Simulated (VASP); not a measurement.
# CdS (F-43m) in VASP: further runs, part 2 of 2

VASP 6.6.1. Earlier steps stand in the parts before.

### Step 3. Single point, r2SCAN0, non-collinear spin, zero start, spin-orbit coupling

The input, POSCAR:

```
CdS
1.0
    0.0000000000      2.9165000000      2.9165000000
    2.9165000000      0.0000000000      2.9165000000
    2.9165000000      2.9165000000      0.0000000000
Cd S
1 1
Direct
    0.0000000000      0.0000000000      0.0000000000
    0.7500000000      0.7500000000      0.7500000000
```

The input, INCAR.step1:

```
SYSTEM = CdS
ALGO = Normal
EDIFF = 1E-5
ENCUT = 520
GGA = PE
GGA_COMPAT = .False.
ISIF = 2
ISMEAR = -1
LASPH = .True.
LCHARG = .False.
LORBIT = 11
LORBMOM = .True.
LREAL = .False.
LSORBIT = .True.
LWAVE = .True.
MAGMOM = 0 0 0 0 0 0
NBANDS = 30
NELM = 150
PREC = Accurate
SIGMA = 0.05
```

The input, INCAR.step2:

```
SYSTEM = CdS
AEXX = 0.25
ALGO = Normal
EDIFF = 1E-6
ENCUT = 520
GGA_COMPAT = .False.
ISIF = 2
ISMEAR = -1
ISTART = 1
LASPH = .True.
LCHARG = .False.
LHFCALC = .True.
LMIXTAU = .True.
LORBIT = 11
LORBMOM = .True.
LREAL = .False.
LSORBIT = .True.
LWAVE = .False.
MAGMOM = 0 0 0 0 0 0
METAGGA = R2SCAN
NBANDS = 30
NELM = 150
PREC = Accurate
PRECFOCK = Normal
SIGMA = 0.05
```

The input, KPOINTS:

```
k-points
0
Gamma
  4 4 4
  0 0 0
```

Potentials or basis: VASP PAW PBE potentials, release 64 (Cd, S).

The run is started by

```
cat potpaw_PBE.64/Cd/POTCAR potpaw_PBE.64/S/POTCAR > POTCAR
cp INCAR.step1 INCAR
mpirun -np 1 vasp_ncl > vasp.out
cp INCAR.step2 INCAR
mpirun -np 1 vasp_ncl > vasp.out
```

OUTCAR:

```text
SYSTEM = CdS
   AEXX = 0.25
   EDIFF = 1E-6
   ENCUT = 520
   ISIF = 2
   ISMEAR = -1
   ISTART = 1
   LASPH = .True.
   LHFCALC = .True.
   LORBIT = 11
   LREAL = .False.
   LSORBIT = .True.
   METAGGA = R2SCAN
   NELM = 150
   PREC = Accurate
   PRECFOCK = Normal

 ion  position               nearest neighbor table
   1  0.000  0.000  0.000-   2 2.53   2 2.53   2 2.53   2 2.53
   2  0.750  0.750  0.750-   1 2.53   1 2.53   1 2.53   1 2.53

  LATTYP: Found a face centered cubic cell.
 ALAT       =     5.8330000000

  Lattice vectors:

 A1 = (   0.0000000000,   2.9165000000,   2.9165000000)
 A2 = (   2.9165000000,   0.0000000000,   2.9165000000)
 A3 = (   2.9165000000,   2.9165000000,   0.0000000000)

Analysis of symmetry for initial positions (statically):
=====================================================================
 Subroutine PRICEL returns:
 Original cell was already a primitive cell.

 Routine SETGRP: Setting up the symmetry group for a
 face centered cubic supercell.

 Subroutine GETGRP returns: Found 24 space group operations
 (whereof 24 operations were pure point group operations)
 out of a pool of 48 trial point group operations.

The static configuration has the point symmetry T_d .

[... 583 lines left out ...]
     0.0000000     0.0000000     0.0000000     0.0000000     0.0000000     0.0000000     0.0000000
     0.0000000     0.0000000     0.0000000     0.0000000     0.0000000     0.0000000     0.0000000
     0.0000000     0.0000000     0.0000000     0.0000000     0.0000000     0.0000000     0.0000000
     0.0000000     0.0000000     0.0000000     0.0000000     0.0000000     0.0000000     0.0000000

 Ion:    2  E_soc:     -0.0019155
 l=   1
     0.0000000    -0.0003192    -0.0003192
    -0.0003192     0.0000000    -0.0003193
    -0.0003192    -0.0003193     0.0000000
 l=   2
     0.0000000     0.0000000     0.0000000     0.0000000     0.0000000
     0.0000000     0.0000000     0.0000000     0.0000000     0.0000000
     0.0000000     0.0000000     0.0000000     0.0000000     0.0000000
     0.0000000     0.0000000     0.0000000     0.0000000     0.0000000
     0.0000000     0.0000000     0.0000000     0.0000000     0.0000000
 l=   3
     0.0000000     0.0000000     0.0000000     0.0000000     0.0000000     0.0000000     0.0000000
     0.0000000     0.0000000     0.0000000     0.0000000     0.0000000     0.0000000     0.0000000
     0.0000000     0.0000000     0.0000000     0.0000000     0.0000000     0.0000000     0.0000000
     0.0000000     0.0000000     0.0000000     0.0000000     0.0000000     0.0000000     0.0000000
     0.0000000     0.0000000     0.0000000     0.0000000     0.0000000     0.0000000     0.0000000
     0.0000000     0.0000000     0.0000000     0.0000000     0.0000000     0.0000000     0.0000000
     0.0000000     0.0000000     0.0000000     0.0000000     0.0000000     0.0000000     0.0000000

 total charge

# of ion       s       p       d       tot
------------------------------------------
    1        0.387   0.322   9.617  10.326
    2        1.304   2.456   0.000   3.760
--------------------------------------------------
tot          1.691   2.778   9.617  14.086

 magnetization (x)

# of ion       s       p       d       tot
------------------------------------------
    1       -0.000   0.000  -0.000  -0.000
    2       -0.000  -0.000   0.000  -0.000
--------------------------------------------------
tot         -0.000  -0.000  -0.000  -0.000

 magnetization (y)

# of ion       s       p       d       tot
------------------------------------------
    1       -0.000   0.000  -0.000  -0.000
    2       -0.000  -0.000   0.000  -0.000
--------------------------------------------------
tot         -0.000  -0.000  -0.000  -0.000

 magnetization (z)

# of ion       s       p       d       tot
------------------------------------------
    1       -0.000   0.000   0.000   0.000
    2        0.000  -0.000   0.000  -0.000
--------------------------------------------------
tot         -0.000   0.000   0.000   0.000
```

OUTCAR.step1:

```text
SYSTEM = CdS
   EDIFF = 1E-5
   ENCUT = 520
   GGA = PE
   ISIF = 2
   ISMEAR = -1
   LASPH = .True.
   LORBIT = 11
   LREAL = .False.
   LSORBIT = .True.
   NELM = 150
[... 646 lines left out ...]

 magnetization (y)

# of ion       s       p       d       tot
------------------------------------------
    1       -0.000   0.000   0.000   0.000
    2       -0.000  -0.000   0.000  -0.000
--------------------------------------------------
tot         -0.000   0.000   0.000  -0.000

 magnetization (z)

# of ion       s       p       d       tot
------------------------------------------
    1        0.000   0.000   0.000   0.000
    2       -0.000   0.000   0.000  -0.000
--------------------------------------------------
tot         -0.000   0.000   0.000  -0.000
```

OSZICAR.step1:

```text
N       E                     dE             d eps       ncg     rms          rms(c)
DAV:   1     0.127388623048E+03    0.12739E+03   -0.87448E+03   600   0.110E+03
DAV:   2     0.305848545609E+00   -0.12708E+03   -0.12073E+03   660   0.289E+02
DAV:   3    -0.661091183420E+01   -0.69168E+01   -0.68676E+01   716   0.686E+01
DAV:   4    -0.667484775604E+01   -0.63936E-01   -0.63909E-01   678   0.650E+00
DAV:   5    -0.667581316161E+01   -0.96541E-03   -0.96538E-03   722   0.769E-01    0.825E+00
DAV:   6    -0.613231647570E+01    0.54350E+00   -0.70489E-01   792   0.125E+01    0.652E+00
DAV:   7    -0.611745005756E+01    0.14866E-01   -0.29083E-01   684   0.385E+00    0.327E+00
DAV:   8    -0.611796036663E+01   -0.51031E-03   -0.29218E-02   688   0.230E+00    0.463E-01
DAV:   9    -0.611711598851E+01    0.84438E-03   -0.34957E-03   684   0.101E+00    0.252E-01
DAV:  10    -0.611729425778E+01   -0.17827E-03   -0.60406E-04   690   0.187E-01    0.751E-02
DAV:  11    -0.611742276875E+01   -0.12851E-03   -0.25796E-04   724   0.221E-01    0.569E-02
DAV:  12    -0.611742508638E+01   -0.23176E-05   -0.86636E-05   642   0.111E-01
   1 F= -.61174251E+01 E0= -.61174247E+01  d E =-.791383E-06  mag=    -0.0000     0.0000    -0.0000
```

It took 64 min on 1 thread of Oxide Virtual Turin-like, shared host; peak memory 0.37 GiB.

What came out:

* Free energy: -25.9450 eV
* Pressure: 1.2 GPa
* Net moment: 0.00 μB per cell
* Valence electrons inside the program's atomic spheres: Cd 10.33; S 3.76

Moments on the atoms (μB; x, y, z):
```
Cd  0.00 0.00 0.00
S   0.00 0.00 0.00
```

Caveat: the k points lie up to 0.47 Å⁻¹ apart; the PAW data sets were made with another functional, which shifts forces and pressure a little.

### Step 4. Single point, r2SCAN-based global hybrid with 50 % exact exchange

POSCAR is that of step 3.

The input, INCAR.step1:

```
ALGO = Normal
EDIFF = 1E-5
ENCUT = 520
GGA = PE
ISIF = 2
ISMEAR = -1
LASPH = T
LREAL = F
LWAVE = T
NBANDS = 16
NELM = 100
PREC = Accurate
SIGMA = 0.05
```

The input, INCAR.step2:

```
AEXX = 0.5
ALGO = Normal
EDIFF = 1E-7
ENCUT = 520
ISIF = 2
ISMEAR = -1
ISTART = 1
LASPH = T
LCHARG = T
LELF = T
LHFCALC = T
LMIXTAU = T
LREAL = F
LVHAR = T
LWAVE = F
METAGGA = R2SCAN
NBANDS = 16
NELM = 100
PREC = Accurate
PRECFOCK = Normal
SIGMA = 0.05
```

The input, KPOINTS:

```
k-points
0
Gamma
  5 5 5
```

The run is started by

```
cat potpaw_PBE.64/Cd/POTCAR potpaw_PBE.64/S/POTCAR > POTCAR
cp INCAR.step1 INCAR
mpirun -np 1 vasp_std > vasp.out
cp INCAR.step2 INCAR
mpirun -np 1 vasp_std > vasp.out
```

Wall time 32 min (1 thread of Oxide Virtual Turin-like, shared host); peak memory 0.17 GiB.

Results (log left out):

```yaml
Free_energy: -22.2275 eV
Pressure: 0.6 GPa
Band_gap_on_the_k_mesh: 4.70 eV
```

Levels at points of the mesh, in eV from the valence-band top:
| k point | band 6 | band 7 | band 8 | band 9 | band 10 | band 11 | band 12 | band 13 |
| --- | --- | --- | --- | --- | --- | --- | --- | --- |
| (0.00, 0.00, 0.00) | -9.69 | 0.00 | 0.00 | 0.00 | 4.70 | 10.52 | 10.52 | 10.52 |

Caveat: the PAW data sets were made with another functional, which shifts forces and pressure a little.

### Step 5. Relaxation of cell and atoms, PBEsol-based screened hybrid with 25 % exact exchange

POSCAR is that of step 4.

The input, INCAR.step1:

```
SYSTEM = CdS
ALGO     = Normal         ! electronic algorithm
EDIFF    = 1E-5           ! SCF threshold, eV
EDIFFG   = -0.005         ! ionic threshold
ENCUT    = 500            ! plane-wave cutoff, eV
GGA      = PE             ! functional
GGA_COMPAT= .False.      
IBRION   = 2              ! ionic algorithm
ISIF     = 3              ! what is computed and relaxed
ISMEAR   = -1             ! smearing method
LASPH    = .True.         ! aspherical terms in the spheres
LCHARG   = .False.        ! write CHGCAR
LREAL    = .False.        ! projectors in reciprocal space
LWAVE    = .True.         ! write WAVECAR
NBANDS   = 16             ! bands
NELM     = 120            ! most SCF steps
NELMIN   = 4            
NSW      = 100            ! ionic steps
PREC     = Accurate       ! precision mode
SIGMA    = 0.05           ! smearing width, eV
```

The input, INCAR.step2:

```
SYSTEM = CdS
AEXX     = 0.25           ! exact-exchange fraction
ALGO     = Normal         ! electronic algorithm
EDIFF    = 1E-7           ! SCF threshold, eV
EDIFFG   = -0.01          ! ionic threshold
ENCUT    = 500            ! plane-wave cutoff, eV
GGA      = PS             ! functional
GGA_COMPAT= .False.      
HFSCREEN = 0.207          ! screening, 1/A
IBRION   = 2              ! ionic algorithm
ISIF     = 3              ! what is computed and relaxed
ISMEAR   = -1             ! smearing method
ISTART   = 1            
LASPH    = .True.         ! aspherical terms in the spheres
LCHARG   = .False.        ! write CHGCAR
LHFCALC  = .True.         ! exact exchange
LREAL    = .False.        ! projectors in reciprocal space
LWAVE    = .False.        ! write WAVECAR
NELM     = 120            ! most SCF steps
NELMIN   = 4            
NSW      = 60             ! ionic steps
PREC     = Accurate       ! precision mode
PRECFOCK = Normal       
SIGMA    = 0.05           ! smearing width, eV
```

The input, KPOINTS:

```
k-points
0
Gamma
  4 4 4
  0 0 0
```

The run is started by

```
cat potpaw_PBE.64/Cd/POTCAR potpaw_PBE.64/S/POTCAR > POTCAR
cp INCAR.step1 INCAR
mpirun -np 1 vasp_std > vasp.out
cp INCAR.step2 INCAR
mpirun -np 1 vasp_std > vasp.out
```

It took 9.5 min on 1 thread of Oxide Virtual Turin-like, shared host; peak memory 0.24 GiB.

It converged, with:

| Quantity | Value |
| --- | --- |
| Free energy | -8.0583 eV |
| Pressure after relaxing | -0.1 GPa |
| Band gap on the k mesh | 2.03 eV |

Final structure:
```
Cd S
1.0
     0.00000    2.91650    2.91650
     2.91650    0.00000    2.91650
     2.91650    2.91650    0.00000
Cd S
1 1
Direct
  0.00000 0.00000 0.00000
  0.75000 0.75000 0.75000
```

Levels at points of the mesh, in eV from the valence-band top:
| k point | band 7 | band 8 | band 9 | band 10 | band 11 | band 12 |
| --- | --- | --- | --- | --- | --- | --- |
| (0.00, 0.00, 0.00) | 0.00 | 0.00 | 0.00 | 2.03 | 7.61 | 7.61 |
| (0.50, 0.00, 0.00) | -4.76 | -0.82 | -0.82 | 3.99 | 8.06 | 8.06 |
| (0.50, 0.50, 0.00) | -4.28 | -2.04 | -2.04 | 4.30 | 5.37 | 10.42 |

Caveat: the k points lie up to 0.47 Å⁻¹ apart in the final cell; the relaxation stopped at its first step, so nothing moved; the PAW data sets were made with another functional, which shifts forces and pressure a little.

### Step 6. Overview

```csv
task,level,spin,cell,k mesh,cutoff (eV),smearing,share of exact exchange,screening parameter,gap on the mesh (eV),pressure (GPa)
single point,PBE0,off,as given,6 × 6 × 6,520,gaussian 0.01 eV,0.25,-,2.83,1.8
single point,r2SCAN0,"non-collinear, zero start, SOC",as given,4 × 4 × 4,520,fermi-dirac 0.05 eV,0.25,-,-,1.2
single point,r2SCAN-based global hybrid with 50 % exact exchange,off,as given,5 × 5 × 5,520,fermi-dirac 0.05 eV,0.5,-,4.70,0.6
relaxation of cell and atoms,PBEsol-based screened hybrid with 25 % exact exchange,off,relaxed,4 × 4 × 4,500,fermi-dirac 0.05 eV,0.25,0.207 1/Å,2.03,-0.1
```

Alike in all rows: potentials or basis VASP PAW PBE potentials, release 64 (Cd, S).

Caveats: some runs use coarse meshes; the PAW data sets were made with another functional, which shifts forces and pressure a little; the relaxation stopped at its first step, so nothing moved (at least some runs).

Total energies depend on the potentials used, so only differences within one code and one set of settings carry meaning.
